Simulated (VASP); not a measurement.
Input of a VASP 6.6.1 run:

File INCAR:

```
ALGO     = Normal         # electronic algorithm
EDIFF    = 1E-7           # SCF threshold, eV
EDIFFG   = -0.01          # ionic threshold
ENCUT    = 500            # plane-wave cutoff, eV
GGA      = PE             # functional
GGA_COMPAT= F            
IBRION   = 2              # ionic algorithm
ISIF     = 3              # what is computed and relaxed
ISMEAR   = 0              # smearing method
LASPH    = T              # aspherical terms in the spheres
LCHARG   = F              # write CHGCAR
LREAL    = F              # projectors in reciprocal space
LWAVE    = F              # write WAVECAR
NELM     = 120            # most SCF steps
NELMIN   = 4            
NSW      = 100            # ionic steps
PREC     = Accurate       # precision mode
SIGMA    = 0.1            # smearing width, eV
```

The input KPOINTS:

```
k-points
0
Gamma
  12 12 10
```

Contents of POSCAR:

```
AlGa
1.0
    4.1544846084      0.0000000000      0.0000000000
   -2.0772423042      3.5978892105      0.0000000000
    0.0000000000      0.0000000000      5.2577105112
Al Ga
2 2
Direct
    0.0000000000      0.0000000000      0.0000000000
    0.0000000000      0.0000000000      0.5000000000
    0.3333333333      0.6666666667      0.2500000000
    0.6666666667      0.3333333333      0.7500000000
```

Potentials or basis: VASP PAW PBE potentials, release 64 (Al, Ga_d).

Launch:

```bash
$ cat potpaw_PBE.64/Al/POTCAR potpaw_PBE.64/Ga_d/POTCAR > POTCAR
$ mpirun -np 1 vasp_std > vasp.out
```

Question: Predict the space group after relaxing (to 0.05 Å).

Answer: P6_3/mmc (No. 194).

Question: What does it give for the relaxed volume?

Answer: 19.75 Å³/atom.

Question: What does it give for the band gap on the k mesh?

Answer: Zero (band 16 reaches 6.68 eV, above the bottom of band 17 at 3.82 eV).

Question: Estimate the relaxed cell.

Answer: a = 4.137 Å, b = 4.137 Å, c = 5.331 Å, α = 90.00°, β = 90.00°, γ = 120.00°.

Final structure:
```cif
data_structure
_symmetry_space_group_name_H-M 'P 1'
_symmetry_Int_Tables_number 1
_cell_length_a 4.1368
_cell_length_b 4.1368
_cell_length_c 5.3311
_cell_angle_alpha 90.000
_cell_angle_beta 90.000
_cell_angle_gamma 120.000
_cell_volume 79.01
loop_
_atom_site_label
_atom_site_type_symbol
_atom_site_fract_x
_atom_site_fract_y
_atom_site_fract_z
_atom_site_occupancy
Al1 Al 0.00000 0.00000 0.00000 1
Al2 Al 0.00000 0.00000 0.50000 1
Ga1 Ga 0.33333 0.66667 0.25000 1
Ga2 Ga 0.66667 0.33333 0.75000 1
```
